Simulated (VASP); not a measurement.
# Si3O2 (P4mm) in VASP: further runs

Si3O2 is run at these levels: PBE; tasks: single point, relaxation of cell and atoms.

Everything below comes from runs of VASP 6.6.1. Logs are shortened: lines on timing, memory, paths and dates and some standing lists are left out, and cuts for length are marked.

## (1) The cell of the first run

Symmetry: P4mm, No. 99, tetragonal system. Conventional cell: a = 3.378 Å, b = 3.378 Å, c = 5.455 Å, α = 90.00°, β = 90.00°, γ = 90.00°. Si (site symmetry 4mm) has 4 O at 1.78 Å and 1 Si at 2.37 Å within 2.4 Å. Within 3.1 Å of Si (site symmetry 4mm) lie 6 Si at 2.37 to 3.09 Å and 4 O at 3.04 Å. Si (site symmetry 4mm) has 4 O at 2.28 Å and 4 Si at 2.59 Å within 3.0 Å. Within 2.4 Å of O (site symmetry 2mm) lie 4 Si at 1.78 to 2.28 Å and 4 O at 2.39 Å.

## (2) Single point, PBE

The input, INCAR:

```
SYSTEM = Si3O2
  PREC = Accurate
  ENCUT = 520
  EDIFF = 1E-6
  ISMEAR = 0
  SIGMA = 0.1
  LREAL = .FALSE.
  LASPH = .TRUE.
  NELM = 100
  ALGO = Normal
  ISIF = 2
  LWAVE = .FALSE.
  LCHARG = .FALSE.
  GGA = PE
  NBANDS = 20
```

The input, KPOINTS:

```
Automatic mesh
0
G
  4 4 6
  0 0 0
```

The input, POSCAR:

```
Si3O2
1.0
    3.3778602330      0.0000000000      0.0000000000
    0.0000000000      3.3778602330      0.0000000000
    0.0000000000      0.0000000000      5.4550730300
Si O
3 2
Direct
    0.5000000000      0.5000000000      0.3334944139
    0.5000000000      0.5000000000      0.8992530975
    0.0000000000      0.0000000000      0.7176644447
    0.5000000000      0.0000000000      0.4361115719
    0.0000000000      0.5000000000      0.4361115719
```

Potentials or basis: VASP PAW PBE potentials, release 64 (Si, O).

Launch:

```console
$ cat potpaw_PBE.64/Si/POTCAR potpaw_PBE.64/O/POTCAR > POTCAR
$ mpirun -np 1 vasp_std > vasp.out
```

OUTCAR:

```text
SYSTEM = Si3O2
   PREC = Accurate
   ENCUT = 520
   EDIFF = 1E-6
   ISMEAR = 0
   LREAL = .FALSE.
   LASPH = .TRUE.
   NELM = 100
   ISIF = 2
   GGA = PE

 ion  position               nearest neighbor table
   1  0.500  0.500  0.333-   4 1.78   5 1.78   4 1.78   5 1.78   2 2.37   2 3.09
   2  0.500  0.500  0.899-   1 2.37   3 2.59   3 2.59   3 2.59   3 2.59   1 3.09
   3  0.000  0.000  0.718-   4 2.28   5 2.28   5 2.28   4 2.28   2 2.59   2 2.59   2 2.59   2 2.59

   4  0.500  0.000  0.436-   1 1.78   1 1.78   3 2.28   3 2.28
   5  0.000  0.500  0.436-   1 1.78   1 1.78   3 2.28   3 2.28

  LATTYP: Found a simple tetragonal cell.
 ALAT       =     3.3778602330
 C/A-ratio  =     1.6149493033

  Lattice vectors:

 A1 = (   3.3778602330,   0.0000000000,   0.0000000000)
 A2 = (   0.0000000000,   3.3778602330,   0.0000000000)
 A3 = (   0.0000000000,   0.0000000000,   5.4550730300)

Analysis of symmetry for initial positions (statically):
=====================================================================
 Subroutine PRICEL returns:
 Original cell was already a primitive cell.

 Routine SETGRP: Setting up the symmetry group for a
 simple tetragonal supercell.

 Subroutine GETGRP returns: Found  8 space group operations
 (whereof  8 operations were pure point group operations)
 out of a pool of 16 trial point group operations.

The static configuration has the point symmetry C_4v.

Analysis of symmetry for dynamics (positions and initial velocities):
=====================================================================
 Subroutine PRICEL returns:
 Original cell was already a primitive cell.

 Routine SETGRP: Setting up the symmetry group for a
 simple tetragonal supercell.

 Subroutine GETGRP returns: Found  8 space group operations
 (whereof  8 operations were pure point group operations)
 out of a pool of 16 trial point group operations.

The dynamic configuration has the point symmetry C_4v.

 Subroutine INISYM returns: Found  8 space group operations
 (whereof  8 operations are pure point group operations),
 and found     1 'primitive' translations

----------------------------------------------------------------------------------------

                                     Primitive cell

  volume of cell :      62.2421

  direct lattice vectors                    reciprocal lattice vectors
     3.377860233  0.000000000  0.000000000     0.296045405  0.000000000  0.000000000
[... 85 lines left out ...]
   ISPIN  =      1    spin polarized calculation?
   LNONCOLLINEAR =      F non collinear calculations
   LSORBIT =      F    spin-orbit coupling
   LASPH  =      T    aspherical Exc in radial PAW
   ENCUT  =  520.0 eV  38.22 Ry    6.18 a.u.   6.28  6.28 10.14*2*pi/ulx,y,z
   NELM   =    100;   NELMIN=  2; NELMDL= -5     # of ELM steps
   EDIFF  = 0.1E-05   stopping-criterion for ELM
   LREAL  =      F    real-space projection
[... 7 lines left out ...]
   TEBEG  =    0.0;   TEEND  =   0.0 temperature during run
   PSTRESS=    0.0 pullay stress
   NELECT =      24.0000    total number of electrons
   NUPDOWN=      -1.0000    fix difference up-down
   EMIN   =  10.00;   EMAX   =-10.00  energy-range for DOS
   EFERMI =   0.00;   METHOD = LEGACY
   ISMEAR =     0;   SIGMA  =   0.10  broadening in eV -4-tet -1-fermi 0-gaus
   EFERMI_NEDOS =   21; number of points for ismear=-14 and -15
   IALGO  =     38    algorithm
   IMIX   =      4    mixing-type and parameters
     AMIX     =   0.40;   BMIX     =  1.00
     AMIX_MAG =   1.60;   BMIX_MAG =  1.00
  volume/ion in A,a.u.               =      12.45        84.01
  Fermi-wavevector in a.u.,A,eV,Ry     =   1.191564  2.251729 19.317880  1.419824
  Thomas-Fermi vector in A             =   2.327622
   LORBIT       =      0    0 simple, 1 ext, 2 COOP (PROOUT), +10 PAW based schemes
   GGA     = PE    functional components
   LHFCALC =     F    Hartree Fock is set to
   AEXX    =    0.0000 exact exchange contribution
   IVDW    =     0    specifies the selected vdW correction
   LEPSILON=     F    determine dielectric tensor
   LRPA    =     F    only Hartree local field effects (RPA)
 non-spin polarized calculation
 Gauss-broadening in eV      SIGMA  =   0.10
  energy-cutoff  :      520.00
  volume of cell :       62.24
 maximum number of plane-waves:      1700
 NGX is ok and might be reduce to    28
   NGX = 13   NGY = 13   NGZ = 21

 number of electron      23.9999991 magnetization

 Free energy of the ion-electron system (eV)
  ---------------------------------------------------
  ext. energy  EPLUGINS =         0.00000000
  ---------------------------------------------------
  free energy    TOTEN  =       -30.60192132 eV

  energy without entropy =      -30.60157532  energy(sigma->0) =      -30.60174832

 E-fermi :   8.2471     XC(G=0): -10.7096

 val. band max:        8.1066787584   @ k =   0.0000   0.0000   0.0000
 cond. band min:       8.4103272592   @ k =   0.2500   0.0000   0.5000
 fundamental gap:      0.3036485007
 Fermi energy:         8.2471381242

 k-point     1 :       0.0000    0.0000    0.0000
  band No.  band energies     occupation
      1     -14.5579      2.00000
      2     -10.9502      2.00000
      3      -3.3653      2.00000
      4      -1.3429      2.00000
      5      -1.0071      2.00000
      6      -1.0071      2.00000
[... 541 lines left out ...]
     19      17.8290      0.00000
     20      18.0685      0.00000

------------------------ aborting loop because EDIFF is reached ----------------------------------------

  FORCE on cell =-STRESS in cart. coord.  units (eV):
  Direction    XX          YY          ZZ          XY          YZ          ZX
  --------------------------------------------------------------------------------------
  -------------------------------------------------------------------------------------
  Total        0.0334281      0.0334281     -0.0486233      0.0000000      0.0000000      0.0000000
  in kB        0.8604760      0.8604760     -1.2516157      0.0000000      0.0000000      0.0000000
  external PRESSURE =       0.1564454 kB  Pullay stress =       0.0000000 kB

 VOLUME and BASIS-vectors are now :
 -----------------------------------------------------------------------------
  energy-cutoff  :      520.00
  volume of cell :       62.24
      direct lattice vectors                 reciprocal lattice vectors
     3.377860233  0.000000000  0.000000000     0.296045405  0.000000000  0.000000000
     0.000000000  3.377860233  0.000000000     0.000000000  0.296045405  0.000000000
     0.000000000  0.000000000  5.455073030     0.000000000  0.000000000  0.183315603

 POSITION                                       TOTAL-FORCE (eV/Angst)
 -----------------------------------------------------------------------------------
      1.68893      1.68893      1.81924         0.000000      0.000000     -0.039465
      1.68893      1.68893      4.90549         0.000000     -0.000000      0.005958
      0.00000      0.00000      3.91491         0.000000     -0.000000     -0.004497
      1.68893      0.00000      2.37902         0.000000     -0.000000      0.019002
      0.00000      1.68893      2.37902         0.000000      0.000000      0.019002
 -----------------------------------------------------------------------------------
    total drift:                                0.000000      0.000000      0.000706

  FREE ENERGIE OF THE ION-ELECTRON SYSTEM (eV)
  ---------------------------------------------------
  free  energy   TOTEN  =       -30.6019213206 eV

  energy  without entropy=      -30.6015753222  energy(sigma->0) =      -30.60174832
```

stdout:

```text
POSCAR found type information on POSCAR SiO
 POSCAR found :  2 types and       5 ions
 scaLAPACK will be used
 LDA part: xc-table for (Slater+PW92), standard interpolation
 POSCAR, INCAR and KPOINTS ok, starting setup
 FFT: planning ... GRIDC
 FFT: planning ... GRID_SOFT
 FFT: planning ... GRID
 WAVECAR not read
 entering main loop
```

It took 12 s on 1 thread of Intel Xeon 6975P-C (Granite Rapids), shared host; peak memory 0.17 GiB.

Results:

```
Free energy            : -30.6019 eV
Pressure               : 0.0 GPa
Largest force          : 0.039 eV/Å
Band gap on the k mesh : zero (band 12 reaches 9.51 eV, above the bottom of band 13 at 6.27 eV)
```

Forces on the atoms (eV/Å):
```
Si   0.000  0.000 -0.039
Si   0.000  0.000  0.006
Si   0.000  0.000 -0.004
O    0.000  0.000  0.019
O    0.000  0.000  0.019
```

Levels at points of the mesh, in eV from the Fermi level:
```
           k point  band 10  band 11  band 12  band 13  band 14  band 15
(0.00, 0.00, 0.00)    -2.30    -0.16    -0.16    -0.14     0.36     3.62
(0.50, 0.00, 0.00)    -5.42    -1.76     1.26     2.33     2.59     3.66
(0.50, 0.50, 0.00)    -4.04    -4.04    -3.55    -1.97     1.72     4.41
(0.00, 0.00, 0.50)    -3.65    -0.51    -0.51    -0.28     2.34     3.79
(0.50, 0.00, 0.50)    -4.78    -3.40     0.43     1.98     2.44     3.47
(0.50, 0.50, 0.50)    -2.93    -2.93    -1.97    -1.62     2.26     2.26
```

Caveat: the k points lie up to 0.47 Å⁻¹ apart.

## (3) Single point, PBE

This run uses another cell than the first one, of 13.52 Å³/atom, 1.086 times its volume.

The input, INCAR:

```
  ALGO = Normal
  EDIFF = 1E-7
  ENCUT = 520
  GGA = PE
  ISIF = 2
  ISMEAR = 0
  LASPH = T
  LCHARG = F
  LREAL = F
  LWAVE = F
  NBANDS = 20
  NELM = 100
  PREC = Accurate
  SIGMA = 0.1
```

The input, KPOINTS:

```
k-points
0
Gamma
  4 4 6
```

The input, POSCAR:

```
Si3O2
1.0
    4.5012169400      0.0000000000      0.0000000000
    0.0000000000      4.5012169400      0.0000000000
    0.0000000000      0.0000000000      3.3357033900
Si O
3 2
Direct
    0.5000000000      0.5000000000      0.4793932500
    0.5000000000      0.5000000000      0.9783680900
    0.0000000000      0.0000000000      0.5312098000
    0.5000000000      0.0000000000      0.4168319800
    0.0000000000      0.5000000000      0.4168319800
```

Potentials or basis: VASP PAW PBE potentials, release 64 (Si, O).

Launch:

```console
$ cat potpaw_PBE.64/Si/POTCAR potpaw_PBE.64/O/POTCAR > POTCAR
$ mpirun -np 1 vasp_std > vasp.out
```

Wall time 12 s (1 thread of Intel Xeon 6975P-C (Granite Rapids), shared host); peak memory 0.18 GiB.

Results (log left out):

| Item | Value |
| --- | --- |
| Free energy | -15.6404 eV |
| Pressure | 53.5 GPa |
| Largest force | 0.327 eV/Å |
| Band gap on the k mesh | zero (band 12 reaches 7.79 eV, above the bottom of band 13 at 5.42 eV) |

Forces on the atoms (eV/Å):
```
Si   0.000  0.000 -0.317
Si   0.000  0.000  0.327
Si   0.000  0.000 -0.302
O    0.000  0.000  0.146
O    0.000  0.000  0.146
```

Stress tensor (GPa, compression positive):
```
-13.50   0.00   0.00
  0.00 -13.50   0.00
  0.00   0.00 187.48
```

Levels at points of the mesh, in eV from the Fermi level:
| k point | band 8 | band 9 | band 10 | band 11 | band 12 | band 13 | band 14 | band 15 | band 16 | band 17 |
| --- | --- | --- | --- | --- | --- | --- | --- | --- | --- | --- |
| (0.00, 0.00, 0.00) | -4.45 | -4.45 | -2.44 | -1.66 | 1.34 | 1.34 | 2.89 | 4.31 | 4.86 | 5.24 |
| (0.50, 0.00, 0.00) | -3.49 | -2.97 | -1.92 | -1.83 | -1.63 | 1.21 | 1.79 | 3.99 | 4.07 | 4.45 |
| (0.50, 0.50, 0.00) | -3.03 | -3.03 | -2.76 | -2.71 | -2.71 | -0.56 | 2.88 | 2.88 | 4.00 | 4.72 |
| (0.00, 0.00, 0.50) | -4.16 | -4.16 | -3.57 | -3.20 | -1.03 | -1.03 | 0.08 | 4.54 | 4.54 | 5.89 |
| (0.50, 0.00, 0.50) | -5.18 | -3.34 | -2.53 | -1.14 | -0.74 | -0.04 | 1.22 | 1.74 | 3.52 | 4.11 |
| (0.50, 0.50, 0.50) | -3.67 | -3.35 | -2.35 | -1.63 | 0.23 | 0.23 | 1.36 | 1.40 | 1.40 | 4.03 |

[end of part 1 of 2]
